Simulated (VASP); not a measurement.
## TlBr: single point with PBEsol

Crystal: TlBr.

```
Tl Br
1.0
     3.91453    0.00000    0.00000
     0.00000    3.91453    0.00000
     0.00000    0.00000    3.91453
Tl Br
1 1
Direct
  0.00000 0.00000 0.00000
  0.50000 0.50000 0.50000
```

- Program: VASP 6.6.1
- Task: single point
- Functional: PBEsol
- Potentials or basis: VASP PAW PBE potentials, release 64 (Tl_d, Br)
- Cutoff: 500 eV
- k mesh: 6 × 6 × 6
- Occupations: gaussian, width 0.01 eV
- Spin: non-collinear spin, zero start, spin-orbit coupling
- Starting moments: [[0.0, 0.0, 0.0], [0.0, 0.0, 0.0]] μB
- Dipole correction: no
- Further INCAR settings: ALGO = Normal; EDIFF = 1e-06; NBANDS = 32

```yaml
Pressure: -0.1 GPa
Net_moment: 0.00 μB per cell
Valence_electrons_inside_the_program's_atomic_spheres: Tl 11.11; Br 4.82
```

Moments on the atoms (μB; x, y, z):
```
Tl  0.00 0.00 0.00
Br  0.00 0.00 0.00
```

Run time: 42 s on 1 thread of Intel(R) Xeon(R) 6975P-C (Granite Rapids) (shared host), peak memory 0.3 GiB.

Caveat: the PAW data sets were made with another functional, which shifts forces and pressure a little.
